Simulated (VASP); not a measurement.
# Bi (C2/m) in VASP: settings compared, part 2 of 2

VASP 6.6.1.

### 5 Single point, revPBE+D4

This run uses another cell than the first one, of 32.34 Å³/atom.

The input, INCAR:

```
  PREC = Accurate
  ENCUT = 520
  EDIFF = 1E-6
  ISMEAR = -1
  SIGMA = 0.05
  LREAL = F
  LASPH = T
  NELM = 80
  ALGO = Fast
  ISIF = 2
  LWAVE = F
  LCHARG = F
  GGA = RE
  IVDW = 13
  NBANDS = 22
```

The input, KPOINTS:

```
Automatic mesh
0
Gamma
  6 6 9
```

The input, POSCAR:

```
Bi
1.0
    3.4668987636     -3.0256564472     -0.0274773822
    3.4668987636      3.0256564472     -0.0274773822
   -1.2769196585      0.0000000000      3.0932184371
Bi
2
Direct
    0.7524870146      0.7524870146      0.8364872214
    0.2475129854      0.2475129854      0.1635127786
```

Potentials or basis: VASP PAW PBE potentials, release 64 (Bi_d).

On the command line:

```console
$ cat potpaw_PBE.64/Bi_d/POTCAR > POTCAR
$ mpirun -np 1 vasp_std > vasp.out
```

OUTCAR:

```text
PREC = Accurate
   ENCUT = 520
   EDIFF = 1E-6
   ISMEAR = -1
   LREAL = F
   LASPH = T
   NELM = 80
   ISIF = 2
   GGA = RE
   IVDW = 13

 ion  position               nearest neighbor table
   1  0.752  0.752  0.836-   2 3.17   2 3.22   2 3.22   2 3.35   2 3.76   2 3.76
   2  0.248  0.248  0.164-   1 3.17   1 3.22   1 3.22   1 3.35   1 3.76   1 3.76

  LATTYP: Found a base centered monoclinic cell.
 ALAT       =     6.9340152995
 B/A-ratio  =     0.8726996744
 C/A-ratio  =     0.4826092028
 COS(beta)  =    -0.3888916124

  Lattice vectors:

[... 789 lines left out ...]

  DFT-D4 for vdW energy calculation

  Edisp (eV):   -1.55545

  FORCE on cell =-STRESS in cart. coord.  units (eV):
  Direction    XX          YY          ZZ          XY          YZ          ZX
  --------------------------------------------------------------------------------------
  -------------------------------------------------------------------------------------
  Total      -0.02963    -0.03360    -0.03482     0.00000     0.00000    -0.00532
  in kB      -0.73394    -0.83236    -0.86256     0.00000     0.00000    -0.13181
  external pressure =       -0.81 kB  Pullay stress =        0.00 kB

 VOLUME and BASIS-vectors are now :
 -----------------------------------------------------------------------------
  energy-cutoff  :      520.00
  volume of cell :       64.68
      direct lattice vectors                 reciprocal lattice vectors
     3.466898764 -3.025656447 -0.027477382     0.144694525 -0.165253395  0.059731729
     3.466898764  3.025656447 -0.027477382     0.144694525  0.165253395  0.059731729
    -1.276919658  0.000000000  3.093218437     0.002570673  0.000000000  0.324349076

 POSITION                                       TOTAL-FORCE (eV/Angst)
 -----------------------------------------------------------------------------------
      4.14947      0.00000      2.54608         0.002929      0.000000     -0.004593
      1.50741      0.00000      0.49218        -0.002929      0.000000      0.004593
 -----------------------------------------------------------------------------------
    total drift:                                0.000000     -0.000000      0.000000

  FREE ENERGIE OF THE ION-ELECTRON SYSTEM (eV)
  ---------------------------------------------------
  free  energy   TOTEN  =        -8.5483503524 eV

  energy  without entropy=       -8.5422035937  energy(sigma->0) =       -8.54527697
```

OSZICAR:

```text
N       E                     dE             d eps       ncg     rms          rms(c)
DAV:   1     0.304208768635E+03    0.30421E+03   -0.16284E+04  4268   0.169E+03
DAV:   2     0.185138564663E+02   -0.28569E+03   -0.27836E+03  4340   0.441E+02
DAV:   3    -0.612480166438E+01   -0.24639E+02   -0.24282E+02  5180   0.141E+02
DAV:   4    -0.695359448367E+01   -0.82879E+00   -0.82820E+00  5220   0.282E+01
DAV:   5    -0.698983449630E+01   -0.36240E-01   -0.36239E-01  6166   0.533E+00    0.770E-01
RMM:   6    -0.699024969949E+01   -0.41520E-03   -0.12397E-02  4955   0.120E+00    0.473E-01
RMM:   7    -0.699247558333E+01   -0.22259E-02   -0.11797E-02  4830   0.108E+00    0.103E-01
RMM:   8    -0.699281908636E+01   -0.34350E-03   -0.29637E-03  5706   0.605E-01    0.171E-02
RMM:   9    -0.699290133674E+01   -0.82250E-04   -0.94161E-04  7070   0.247E-01    0.190E-02
RMM:  10    -0.699290828963E+01   -0.69529E-05   -0.11111E-04  7262   0.802E-02    0.156E-02
RMM:  11    -0.699290536633E+01    0.29233E-05   -0.13214E-05  5828   0.416E-02    0.620E-03
RMM:  12    -0.699290228822E+01    0.30781E-05   -0.67306E-06  4792   0.221E-02    0.411E-03
RMM:  13    -0.699290282750E+01   -0.53928E-06   -0.15346E-06  2775   0.118E-02
   1 F= -.85483504E+01 E0= -.85452770E+01  d E =-.614676E-02
```

stdout:

```text
POSCAR found type information on POSCAR Bi
 POSCAR found :  1 types and       2 ions
 scaLAPACK will be used
 -----------------------------------------------------------------------------
|                                                                             |
|                                                                             |
|     You enforced a specific xc type in the INCAR file but a different       |
|     I HOPE YOU KNOW WHAT YOU ARE DOING!                                     |
|                                                                             |
 -----------------------------------------------------------------------------

 LDA part: xc-table for (Slater+PW92), standard interpolation
 POSCAR, INCAR and KPOINTS ok, starting setup
 FFT: planning ... GRIDC
 FFT: planning ... GRID_SOFT
 FFT: planning ... GRID
 WAVECAR not read
 entering main loop
```

Run time: 2 min. Hardware: 1 thread of Intel Xeon Platinum 8259CL at 2.50GHz (Skylake/Cascade Lake), shared host; peak memory 0.25 GiB.

Results:

```yaml
Free_energy: -8.5484 eV
Pressure: -0.1 GPa
Largest_force: 0.005 eV/Å
Band_gap_on_the_k_mesh: zero (bands 15 and 16 overlap by 4.52 eV)
Dispersion_energy_per_atom: -0.778 eV
```

Forces on the atoms (eV/Å):
```
Bi   0.003  0.000 -0.005
Bi  -0.003  0.000  0.005
```

Caveat: the PAW data sets were made with another functional, which shifts forces and pressure a little; spin-orbit coupling is left out, which moves the levels of the heavy elements.

### 6 Single point, BLYP+D3(BJ)

This run uses another cell than the first one, of 32.76 Å³/atom.

The input, INCAR:

```
SYSTEM = Bi
PREC = Accurate ; ENCUT = 520
EDIFF = 1E-6 ; ISMEAR = -1
SIGMA = 0.05 ; LREAL = .False.
LASPH = .True. ; NELM = 80
ALGO = Fast ; ISIF = 2
LWAVE = .False. ; LCHARG = .False.
GGA = B5 ; ALDAX = 1.0
AGGAX = 1.0 ; AGGAC = 1.0
ALDAC = 0.0 ; IVDW = 12
VDW_S6 = 1.0 ; VDW_S8 = 2.6996
VDW_A1 = 0.4298 ; VDW_A2 = 4.2359
NBANDS = 22
```

The input, KPOINTS:

```
Automatic mesh
0
Gamma
  6 6 9
  0 0 0
```

The input, POSCAR:

```
Bi
1.0
    3.4914785808     -3.0474879262     -0.0442482482
    3.4914785808      3.0474879262     -0.0442482482
   -1.3007668531      0.0000000000      3.0954498818
Bi
2
Direct
    0.7538542396      0.7538542396      0.8435598084
    0.2461457604      0.2461457604      0.1564401916
```

Potentials or basis: VASP PAW PBE potentials, release 64 (Bi_d).

On the command line:

```console
$ cat potpaw_PBE.64/Bi_d/POTCAR > POTCAR
$ mpirun -np 1 vasp_std > vasp.out
```

OUTCAR:

```text
SYSTEM = Bi
   PREC = Accurate
   ENCUT = 520
   EDIFF = 1E-6
   ISMEAR = -1
   LREAL = .False.
   LASPH = .True.
   NELM = 80
   ISIF = 2
   GGA = B5
   IVDW = 12
 IVDW          = 12

 ion  position               nearest neighbor table
   1  0.754  0.754  0.844-   2 3.17   2 3.23   2 3.23   2 3.37   2 3.81   2 3.81
   2  0.246  0.246  0.156-   1 3.17   1 3.23   1 3.23   1 3.37   1 3.81   1 3.81

  LATTYP: Found a base centered monoclinic cell.
 ALAT       =     6.9835179065
 B/A-ratio  =     0.8727658372
 C/A-ratio  =     0.4807961665
 COS(beta)  =    -0.3990556173

  Lattice vectors:

 A1 = (   3.4914785808,  -3.0474879262,  -0.0442482482)
 A2 = (   3.4914785808,   3.0474879262,  -0.0442482482)
 A3 = (  -1.3007668531,   0.0000000000,   3.0954498818)

Analysis of symmetry for initial positions (statically):
=====================================================================
 Subroutine PRICEL returns:
 Original cell was already a primitive cell.

 Routine SETGRP: Setting up the symmetry group for a
 base centered monoclinic supercell.

 Subroutine GETGRP returns: Found  4 space group operations
 (whereof  4 operations were pure point group operations)
[... 162 lines left out ...]

  energy without entropy =       -6.15500831  energy(sigma->0) =       -6.15846972

 E-fermi :   7.7381     XC(G=0):  -9.3306

 val. band max:        7.7360085738   @ k =  -0.1667   0.3333   0.1111
 cond. band min:       7.7491550334   @ k =   0.1667   0.1667   0.0000
 fundamental gap:      0.0131464596
 Fermi energy:         7.7381229314

 k-point     1 :       0.0000    0.0000    0.0000
  band No.  band energies     occupation
      1     -15.2454      2.00000
      2     -15.1832      2.00000
      3     -15.1447      2.00000
      4     -15.1278      2.00000
      5     -15.0542      2.00000
      6     -15.0125      2.00000
[... 589 lines left out ...]
     21      16.8596      0.00000
     22      17.0814      0.00000

 [... further k-points ...]

------------------------ aborting loop because EDIFF is reached ----------------------------------------

 Edisp (eV)   -2.35455

 E8    (eV) :    -1.8331

  FORCE on cell =-STRESS in cart. coord.  units (eV):
  Direction    XX          YY          ZZ          XY          YZ          ZX
  --------------------------------------------------------------------------------------
  -------------------------------------------------------------------------------------
  Total       0.05915     0.05530     0.05600     0.00000     0.00000     0.00651
  in kB       1.44632     1.35219     1.36936     0.00000     0.00000     0.15921
  external pressure =        1.39 kB  Pullay stress =        0.00 kB

 VOLUME and BASIS-vectors are now :
 -----------------------------------------------------------------------------
  energy-cutoff  :      520.00
  volume of cell :       65.52
      direct lattice vectors                 reciprocal lattice vectors
     3.491478581 -3.047487926 -0.044248248     0.143972534 -0.164069559  0.060499994
     3.491478581  3.047487926 -0.044248248     0.143972534  0.164069559  0.060499994
    -1.300766853  0.000000000  3.095449882     0.004116062  0.000000000  0.324784466

 POSITION                                       TOTAL-FORCE (eV/Angst)
 -----------------------------------------------------------------------------------
      4.16686      0.00000      2.54448        -0.005591      0.000000     -0.003772
      1.51533      0.00000      0.46247         0.005591      0.000000      0.003772
 -----------------------------------------------------------------------------------
    total drift:                                0.000000     -0.000000     -0.000000

  FREE ENERGIE OF THE ION-ELECTRON SYSTEM (eV)
  ---------------------------------------------------
  free  energy   TOTEN  =        -8.5164860964 eV

  energy  without entropy=       -8.5095632854  energy(sigma->0) =       -8.51302469
```

OSZICAR:

```text
N       E                     dE             d eps       ncg     rms          rms(c)
DAV:   1     0.308484345677E+03    0.30848E+03   -0.16194E+04  4268   0.167E+03
DAV:   2     0.195296293071E+02   -0.28895E+03   -0.28154E+03  4316   0.439E+02
DAV:   3    -0.530461720212E+01   -0.24834E+02   -0.24462E+02  5218   0.142E+02
DAV:   4    -0.614847006604E+01   -0.84385E+00   -0.84348E+00  5236   0.286E+01
DAV:   5    -0.618431663857E+01   -0.35847E-01   -0.35846E-01  6182   0.532E+00    0.119E+00
RMM:   6    -0.616297468902E+01    0.21342E-01   -0.43408E-02  5045   0.248E+00    0.605E-01
RMM:   7    -0.616095678394E+01    0.20179E-02   -0.34624E-02  4966   0.197E+00    0.151E-01
RMM:   8    -0.616174080963E+01   -0.78403E-03   -0.65212E-03  5482   0.774E-01    0.298E-02
RMM:   9    -0.616191693502E+01   -0.17613E-03   -0.24873E-03  6656   0.396E-01    0.389E-02
RMM:  10    -0.616191100455E+01    0.59305E-05   -0.31632E-04  5580   0.215E-01    0.726E-03
RMM:  11    -0.616193364022E+01   -0.22636E-04   -0.23456E-04  7259   0.125E-01    0.129E-02
RMM:  12    -0.616193391553E+01   -0.27530E-06   -0.19140E-05  5884   0.329E-02    0.110E-02
RMM:  13    -0.616193185350E+01    0.20620E-05   -0.46657E-06  3848   0.275E-02    0.508E-03
RMM:  14    -0.616193112566E+01    0.72783E-06   -0.16720E-06  2641   0.168E-02
   1 F= -.85164861E+01 E0= -.85130247E+01  d E =-.692281E-02
```

stdout:

```text
POSCAR found type information on POSCAR Bi
 POSCAR found :  1 types and       2 ions
 scaLAPACK will be used
 -----------------------------------------------------------------------------
|                                                                             |
|                                                                             |
|     You enforced a specific xc type in the INCAR file but a different       |
|     I HOPE YOU KNOW WHAT YOU ARE DOING!                                     |
|                                                                             |
 -----------------------------------------------------------------------------

 LDA part: xc-table for (Slater(with rela. corr.)+VWN5), standard interpolation
 POSCAR, INCAR and KPOINTS ok, starting setup
 FFT: planning ... GRIDC
 FFT: planning ... GRID_SOFT
 FFT: planning ... GRID
 WAVECAR not read
 entering main loop
WARNING in EDDRMM: call to ZHEGV failed, returncode =   8  4     21
```

Run time: 2.6 min. Hardware: 1 thread of Intel Xeon Platinum 8259CL at 2.50GHz (Skylake/Cascade Lake), shared host; peak memory 0.26 GiB.

Results:

| Quantity | Value |
| --- | --- |
| Free energy | -8.5165 eV |
| Pressure | 0.1 GPa |
| Largest force | 0.007 eV/Å |
| Band gap on the k mesh | zero (bands 15 and 16 overlap by 4.78 eV) |
| Dispersion energy per atom | -1.177 eV |

Forces in eV/Å, atoms in the order of the input:
```
Bi  -0.006  0.000 -0.004
Bi   0.006  0.000  0.004
```

Levels at points of the mesh, in eV from the Fermi level:
```
           k point  band 12  band 13  band 14  band 15  band 16  band 17  band 18  band 19
(0.00, 0.00, 0.00)    -9.14    -3.23    -2.84     3.03     3.07     3.86     4.02     4.17
(0.50, 0.00, 0.00)   -11.64    -1.16    -0.86    -0.66    -0.59     3.31     4.19     7.83
(0.50, 0.50, 0.00)   -11.07    -5.07    -5.07     2.61     3.99     5.36     5.89     8.86
```

Caveat: the PAW data sets were made with another functional, which shifts forces and pressure a little; spin-orbit coupling is left out, which moves the levels of the heavy elements.

### 7 Overview

```tsv
level	potentials or basis	cell	further INCAR settings	gap on the mesh (eV)	pressure (GPa)	largest force (eV/Å)
LDA	VASP PAW LDA potentials, release 64 (Bi_d)	a = 4.571, b = 4.571, c = 3.313 Å, angles 107.1, 107.1, 82.1°, 2 atoms, atomic positions A	ALGO = Fast; EDIFF = 1e-06; NBANDS = 22	none	0.1	-
revPBE+D3(BJ)	VASP PAW PBE potentials, release 64 (Bi_d)	a = 4.579, b = 4.579, c = 3.330 Å, angles 107.0, 107.0, 82.2°, 2 atoms, atomic positions B	ALGO = Fast; EDIFF = 1e-07; NBANDS = 22	none	-0.1	-
PBEsol	VASP PAW PBE potentials, release 64 (Bi_d)	a = 4.602, b = 4.602, c = 3.342 Å, angles 107.0, 107.0, 82.1°, 2 atoms, atomic positions A	ALGO = Fast; EDIFF = 1e-06; NBANDS = 22	none	-0.1	-
revPBE+D4	VASP PAW PBE potentials, release 64 (Bi_d)	a = 4.602, b = 4.602, c = 3.346 Å, angles 107.0, 107.0, 82.2°, 2 atoms, atomic positions C	ALGO = Fast; EDIFF = 1e-06; NBANDS = 22	none	-0.1	0.01
BLYP+D3(BJ)	VASP PAW PBE potentials, release 64 (Bi_d)	a = 4.635, b = 4.635, c = 3.358 Å, angles 107.5, 107.5, 82.2°, 2 atoms, atomic positions D	ALGO = Fast; EDIFF = 1e-06; NBANDS = 22	none	0.1	0.01
```

Alike in all rows: task single point; no spin polarisation; k mesh 6 × 6 × 9; cutoff (eV) 520; smearing fermi-dirac 0.05 eV.

Caveats: spin-orbit coupling is left out, which moves the levels of the heavy elements; the PAW data sets were made with another functional, which shifts forces and pressure a little (at least some runs).

Absolute energies hang on the potentials; compare differences alone.
